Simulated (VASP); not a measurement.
# RbBr (Fm-3m) in VASP: notebook

Runs on RbBr. Level: PBE. Tasks: single point.

Everything below comes from runs of VASP 6.6.1. Logs are shortened: lines on timing, memory, paths and dates and some standing lists are left out, and cuts for length are marked.

### 1 The cell of the first run

The structure is cubic, space group Fm-3m (No. 225). The conventional cell has a = 6.944 Å, b = 6.944 Å, c = 6.944 Å, α = 90.00°, β = 90.00°, γ = 90.00°. Within 4.6 Å of Rb (site symmetry m-3m) lie 6 Br at 3.47 Å. Br (site symmetry m-3m) has 6 Rb at 3.47 Å within 4.6 Å.

### 2 Single point, PBE

File INCAR:

```
SYSTEM = RbBr
PREC     = Accurate       ! precision mode
ENCUT    = 520            ! plane-wave cutoff, eV
EDIFF    = 1E-7           ! SCF threshold, eV
ISMEAR   = 0              ! smearing method
SIGMA    = 0.01           ! smearing width, eV
LREAL    = .FALSE.        ! projectors in reciprocal space
LASPH    = .TRUE.         ! aspherical terms in the spheres
NELM     = 60             ! most SCF steps
ALGO     = Normal         ! electronic algorithm
ISIF     = 2              ! what is computed and relaxed
LWAVE    = .FALSE.        ! write WAVECAR
LCHARG   = .FALSE.        ! write CHGCAR
GGA      = PE             ! functional
NBANDS   = 15             ! bands
```

File KPOINTS:

```
Automatic mesh
0
G
  6 6 6
  0 0 0
```

File POSCAR:

```
RbBr
1.0
    0.0000000000      3.4720972769      3.4720972769
    3.4720972769      0.0000000000      3.4720972769
    3.4720972769      3.4720972769      0.0000000000
Rb Br
1 1
Direct
    0.0000000000      0.0000000000      0.0000000000
    0.5000000000      0.5000000000      0.5000000000
```

Potentials or basis: VASP PAW PBE potentials, release 64 (Rb_sv, Br).

Started as:

```console
cat potpaw_PBE.64/Rb_sv/POTCAR potpaw_PBE.64/Br/POTCAR > POTCAR
mpirun -np 1 vasp_std > vasp.out
```

OUTCAR:

```text
SYSTEM = RbBr
   PREC = Accurate
   ENCUT = 520
   EDIFF = 1E-7
   ISMEAR = 0
   LREAL = .FALSE.
   LASPH = .TRUE.
   NELM = 60
   ISIF = 2
   GGA = PE

 ion  position               nearest neighbor table
   1  0.000  0.000  0.000-   2 3.47   2 3.47   2 3.47   2 3.47   2 3.47   2 3.47
   2  0.500  0.500  0.500-   1 3.47   1 3.47   1 3.47   1 3.47   1 3.47   1 3.47

  LATTYP: Found a face centered cubic cell.
 ALAT       =     6.9441945538

  Lattice vectors:

 A1 = (   0.0000000000,   3.4720972769,   3.4720972769)
 A2 = (   3.4720972769,   0.0000000000,   3.4720972769)
 A3 = (   3.4720972769,   3.4720972769,   0.0000000000)

Analysis of symmetry for initial positions (statically):
=====================================================================
 Subroutine PRICEL returns:
 Original cell was already a primitive cell.

 Routine SETGRP: Setting up the symmetry group for a
 face centered cubic supercell.

 Subroutine GETGRP returns: Found 48 space group operations
 (whereof 48 operations were pure point group operations)
 out of a pool of 48 trial point group operations.

The static configuration has the point symmetry O_h .

Analysis of symmetry for dynamics (positions and initial velocities):
=====================================================================
 Subroutine PRICEL returns:
 Original cell was already a primitive cell.

 Routine SETGRP: Setting up the symmetry group for a
 face centered cubic supercell.

 Subroutine GETGRP returns: Found 48 space group operations
 (whereof 48 operations were pure point group operations)
 out of a pool of 48 trial point group operations.

The dynamic configuration has the point symmetry O_h .

 Subroutine INISYM returns: Found 48 space group operations
 (whereof 48 operations are pure point group operations),
 and found     1 'primitive' translations

----------------------------------------------------------------------------------------

                                     Primitive cell

  volume of cell :      83.7155

  direct lattice vectors                    reciprocal lattice vectors
     0.000000000  3.472097277  3.472097277    -0.144005182  0.144005182  0.144005182
     3.472097277  0.000000000  3.472097277     0.144005182 -0.144005182  0.144005182
     3.472097277  3.472097277  0.000000000     0.144005182  0.144005182 -0.144005182

  length of vectors
     4.910287059  4.910287059  4.910287059     0.249424292  0.249424292  0.249424292

  position of ions in fractional coordinates (direct lattice)
     0.000000000  0.000000000  0.000000000
     0.500000000  0.500000000  0.500000000

  ion indices of the primitive-cell ions
   primitive index   ion index
                 1           1
                 2           2

----------------------------------------------------------------------------------------

 KPOINTS: Automatic mesh

Automatic generation of k-mesh.
 Grid dimensions read from file:
 generate k-points for:    6    6    6

 Generating k-lattice:

  Cartesian coordinates                     Fractional coordinates (reciprocal lattice)
    -0.024000864  0.024000864  0.024000864     0.166666667  0.000000000  0.000000000
     0.024000864 -0.024000864  0.024000864     0.000000000  0.166666667  0.000000000
     0.024000864  0.024000864 -0.024000864     0.000000000  0.000000000  0.166666667

  Length of vectors
     0.041570715  0.041570715  0.041570715

  Shift w.r.t. Gamma in fractional coordinates (k-lattice)
     0.000000000  0.000000000  0.000000000

 Subroutine IBZKPT returns following result:
 ===========================================

 Found     16 irreducible k-points:

 Following reciprocal coordinates:
            Coordinates               Weight
  0.000000  0.000000  0.000000      1.000000
  0.166667  0.000000  0.000000      8.000000
  0.333333  0.000000  0.000000      8.000000
  0.500000  0.000000  0.000000      4.000000
  0.166667  0.166667  0.000000      6.000000
  0.333333  0.166667  0.000000     24.000000
[... 8 lines left out ...]
 -0.333333  0.333333  0.166667     24.000000
 -0.333333  0.500000  0.166667     12.000000
   k-points           NKPTS =     16   k-points in BZ     NKDIM =     16   number of bands    NBANDS=     15
   number of dos      NEDOS =    301   number of ions     NIONS =      2
   total plane-waves  NPLWV =  64000
   dimension x,y,z NGX =    40 NGY =   40 NGZ =   40
   dimension x,y,z NGXF=    80 NGYF=   80 NGZF=   80
   ions per type =               1   1
   NGX,Y,Z   is equivalent  to a cutoff of  13.54, 13.54, 13.54 a.u.
   NGXF,Y,Z  is equivalent  to a cutoff of  27.09, 27.09, 27.09 a.u.
 SYSTEM =  RbBr
   PREC   = accura    normal or accurate (medium, high low for compatibility)
   ISTART =      0    job   : 0-new  1-cont  2-samecut
   ICHARG =      2    charge: 1-file 2-atom 10-const
   ISPIN  =      1    spin polarized calculation?
   LNONCOLLINEAR =      F non collinear calculations
   LSORBIT =      F    spin-orbit coupling
   LASPH  =      T    aspherical Exc in radial PAW
   ENCUT  =  520.0 eV  38.22 Ry    6.18 a.u.   9.13  9.13  9.13*2*pi/ulx,y,z
   NELM   =     60;   NELMIN=  2; NELMDL= -5     # of ELM steps
   EDIFF  = 0.1E-06   stopping-criterion for ELM
   LREAL  =      F    real-space projection
   EDIFFG = 0.1E-05   stopping-criterion for IOM
   NSW    =      0    number of steps for IOM
   IBRION =     -1    ionic relax: 0-MD 1-quasi-New 2-CG
   NFREE  =      0    steps in history (QN), initial steepest desc. (CG)
   ISIF   =      2    stress and relaxation
   ISYM   =      2    0-nonsym 1-usesym 2-fastsym
   POTIM  = 0.5000    time-step for ionic-motion
   TEBEG  =    0.0;   TEEND  =   0.0 temperature during run
   PSTRESS=    0.0 pullay stress
   NELECT =      16.0000    total number of electrons
   NUPDOWN=      -1.0000    fix difference up-down
   EMIN   =  10.00;   EMAX   =-10.00  energy-range for DOS
   EFERMI =   0.00;   METHOD = LEGACY
   ISMEAR =     0;   SIGMA  =   0.01  broadening in eV -4-tet -1-fermi 0-gaus
   EFERMI_NEDOS =   21; number of points for ismear=-14 and -15
   IALGO  =     38    algorithm
   IMIX   =      4    mixing-type and parameters
     AMIX     =   0.40;   BMIX     =  1.00
     AMIX_MAG =   1.60;   BMIX_MAG =  1.00
  volume/ion in A,a.u.               =      41.86       282.47
  Fermi-wavevector in a.u.,A,eV,Ry     =   0.943003  1.782017 12.099037  0.889254
  Thomas-Fermi vector in A             =   2.070667
   LORBIT       =      0    0 simple, 1 ext, 2 COOP (PROOUT), +10 PAW based schemes
   GGA     = PE    functional components
   LHFCALC =     F    Hartree Fock is set to
   AEXX    =    0.0000 exact exchange contribution
   IVDW    =     0    specifies the selected vdW correction
   LEPSILON=     F    determine dielectric tensor
   LRPA    =     F    only Hartree local field effects (RPA)
 non-spin polarized calculation
 Gauss-broadening in eV      SIGMA  =   0.01
  energy-cutoff  :      520.00
  volume of cell :       83.72
 maximum number of plane-waves:      2285
 NGX is ok and might be reduce to    40
   NGX = 19   NGY = 19   NGZ = 19

 number of electron      15.9999998 magnetization

 Free energy of the ion-electron system (eV)
  ---------------------------------------------------
  ext. energy  EPLUGINS =         0.00000000
  ---------------------------------------------------
  free energy    TOTEN  =        -6.11183238 eV

  energy without entropy =       -6.11183238  energy(sigma->0) =       -6.11183238

 E-fermi :  -1.8516     XC(G=0):  -7.0795

 val. band max:       -1.8966485927   @ k =   0.0000   0.0000   0.0000
 cond. band min:       2.3682507459   @ k =   0.0000   0.0000   0.0000
 fundamental gap:      4.2648993386
 Fermi energy:        -1.8515520457

 k-point     1 :       0.0000    0.0000    0.0000
  band No.  band energies     occupation
      1     -26.3944      2.00000
      2     -14.0399      2.00000
      3     -10.4680      2.00000
      4     -10.4680      2.00000
      5     -10.4680      2.00000
      6      -1.8966      2.00000
      7      -1.8966      2.00000
      8      -1.8966      2.00000
      9       2.3683      0.00000
     10       5.3699      0.00000
     11       5.3699      0.00000
     12       5.3699      0.00000
     13       6.2313      0.00000
     14       6.2313      0.00000
     15       9.0028      0.00000

 k-point     2 :       0.1667    0.0000    0.0000
  band No.  band energies     occupation
      1     -26.3925      2.00000
      2     -14.0485      2.00000
      3     -10.4698      2.00000
      4     -10.4698      2.00000
      5     -10.4586      2.00000
      6      -2.1797      2.00000
      7      -1.9821      2.00000
      8      -1.9821      2.00000
      9       2.9823      0.00000
     10       5.2320      0.00000
     11       5.6857      0.00000
     12       5.6857      0.00000
     13       6.6127      0.00000
     14       6.6127      0.00000
     15       9.9613      0.00000

 k-point     3 :       0.3333    0.0000    0.0000
  band No.  band energies     occupation
      1     -26.3887      2.00000
      2     -14.0654      2.00000
      3     -10.4734      2.00000
      4     -10.4734      2.00000
      5     -10.4399      2.00000
      6      -2.6306      2.00000
      7      -2.1428      2.00000
      8      -2.1428      2.00000
      9       4.2147      0.00000
     10       5.3351      0.00000
     11       6.5633      0.00000
     12       6.5633      0.00000
     13       7.5682      0.00000
     14       7.5682      0.00000
     15       9.4553      0.00000
[... 199 lines left out ...]
 k-point    15 :      -0.3333    0.3333    0.1667
  band No.  band energies     occupation
      1     -26.3851      2.00000
      2     -14.0298      2.00000
      3     -10.5517      2.00000
      4     -10.5449      2.00000
      5     -10.4542      2.00000
      6      -2.4994      2.00000
      7      -2.2313      2.00000
      8      -2.2032      2.00000
      9       5.0749      0.00000
     10       5.2895      0.00000
     11       6.4835      0.00000
     12       6.7549      0.00000
     13       8.1699      0.00000
     14       8.8330      0.00000
     15       8.8663      0.00000

 k-point    16 :      -0.3333    0.5000    0.1667
  band No.  band energies     occupation
      1     -26.3846      2.00000
      2     -14.0088      2.00000
      3     -10.6001      2.00000
      4     -10.5531      2.00000
      5     -10.4729      2.00000
      6      -2.3030      2.00000
      7      -2.2801      2.00000
      8      -2.1528      2.00000
      9       4.4140      0.00000
     10       5.8039      0.00000
     11       5.9922      0.00000
     12       6.8889      0.00000
     13       7.9586      0.00000
     14       8.8085      0.00000
     15       9.2386      0.00000

------------------------ aborting loop because EDIFF is reached ----------------------------------------

  FORCE on cell =-STRESS in cart. coord.  units (eV):
  Direction    XX          YY          ZZ          XY          YZ          ZX
  --------------------------------------------------------------------------------------
  -------------------------------------------------------------------------------------
  Total        0.2251026      0.2251026      0.2251026      0.0000000      0.0000000      0.0000000
  in kB        4.3080972      4.3080972      4.3080972      0.0000000      0.0000000      0.0000000
  external PRESSURE =       4.3080972 kB  Pullay stress =       0.0000000 kB

 VOLUME and BASIS-vectors are now :
 -----------------------------------------------------------------------------
  energy-cutoff  :      520.00
  volume of cell :       83.72
      direct lattice vectors                 reciprocal lattice vectors
     0.000000000  3.472097277  3.472097277    -0.144005182  0.144005182  0.144005182
     3.472097277  0.000000000  3.472097277     0.144005182 -0.144005182  0.144005182
     3.472097277  3.472097277  0.000000000     0.144005182  0.144005182 -0.144005182

 POSITION                                       TOTAL-FORCE (eV/Angst)
 -----------------------------------------------------------------------------------
      0.00000      0.00000      0.00000        -0.000000     -0.000000      0.000000
      3.47210      3.47210      3.47210         0.000000      0.000000      0.000000
 -----------------------------------------------------------------------------------
    total drift:                                0.000000     -0.000000     -0.000000

  FREE ENERGIE OF THE ION-ELECTRON SYSTEM (eV)
  ---------------------------------------------------
  free  energy   TOTEN  =        -6.1118323837 eV

  energy  without entropy=       -6.1118323837  energy(sigma->0) =       -6.11183238
```

Wall time 57 s (1 thread of Intel Xeon 8259CL, shared host); peak memory 0.24 GiB.

What came out:

```
Free energy            : -6.1118 eV
Pressure               : 0.4 GPa
Band gap on the k mesh : 4.26 eV, direct
```

Levels at points of the mesh, in eV from the valence-band top:
| k point | band 5 | band 6 | band 7 | band 8 | band 9 | band 10 | band 11 | band 12 |
| --- | --- | --- | --- | --- | --- | --- | --- | --- |
| (0.00, 0.00, 0.00) | -8.57 | 0.00 | 0.00 | 0.00 | 4.26 | 7.27 | 7.27 | 7.27 |
| (0.50, 0.00, 0.00) | -8.53 | -0.92 | -0.32 | -0.32 | 6.71 | 7.58 | 9.37 | 9.37 |
| (0.50, 0.50, 0.00) | -8.63 | -0.46 | -0.16 | -0.16 | 5.65 | 6.98 | 9.00 | 9.13 |

(Part 1 of 2 ends here.)
